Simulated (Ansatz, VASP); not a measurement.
Two plane-wave programs on Ni

```xyz
1
Lattice="0.0000 1.7673 1.7673 1.7673 0.0000 1.7673 1.7673 1.7673 0.0000" Properties=species:S:1:pos:R:3 pbc="T T T"
Ni    0.0000    0.0000    0.0000
```

Change from the starting cell: parallel moments scaled by 0.1, free total moment.

Alike in both runs: task single point; functional LDA; k mesh 15 × 15 × 15; occupations fermi-dirac, width 0.1 eV; collinear spin.

```csv
,VASP,Ansatz
version,VASP 6.6.1,Ansatz 0.2.0
potentials or method,"VASP PAW LDA potentials, release 64 (Ni), cutoff 520 eV","PAW, plane waves, scalar-relativistic"
valence electrons in the cell,10,18
```

```tsv
	VASP	Ansatz	Ansatz less VASP
pressure (GPa)	-18.8	-18.9	-0.14
net moment per atom (μB)	0.59	0.62	+0.027
size of the moment on the site where the two differ most (μB)	0.60	0.65	+0.049
```

LDA's correlation is that of Perdew and Zunger in VASP and of Perdew and Wang (1992) in Ansatz. Site moments also hang on the region over which each program counts them. VASP's potentials hold 10 valence electrons a cell and Ansatz's 18, so a difference there can come from the potentials and not from the codes.
